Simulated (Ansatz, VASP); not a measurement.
# TiTe2: VASP beside Ansatz

```
Ti Te
1.0
     3.77700    0.00000    0.00000
    -1.88850    3.27098    0.00000
     0.00000    0.00000    6.49800
Ti Te
1 2
Direct
  0.00000 0.00000 0.00000
  0.66667 0.33333 0.26280
  0.33333 0.66667 0.73720
```

Alike in both runs: task single point; functional r2SCAN; k mesh 6 × 6 × 4; occupations gaussian, width 0.1 eV; no spin polarisation.

```csv
,VASP,Ansatz
version,VASP 6.6.1,Ansatz 0.2.0
potentials or method,"VASP PAW PBE potentials, release 64 (Ti_sv, Te), cutoff 520 eV","scalar-relativistic, plane waves, PAW"
valence electrons in the cell,24,44
```

```csv
,VASP,Ansatz,Ansatz less VASP
gap on the k mesh at the Fermi level (eV),none,none,-
pressure (GPa),1.0,0.9,-0.11
"traceless stress, the component that is largest in VASP (GPa)",-0.35,-0.34,+0.015
rms of the force components (eV/Å),0.098,0.107,+0.0093
```

VASP's potentials were made for PBE, not for r2SCAN. Atom by atom the forces differ by 0.009 eV/Å (rms over components). A gap of «none» marks a metal or a gap that the smearing closes. With one functional, cell and mesh, what is left measures potentials, basis and numerics. VASP's potentials hold 24 valence electrons a cell and Ansatz's 44, so a difference there can come from the potentials and not from the codes.

Spin-orbit coupling is off throughout.
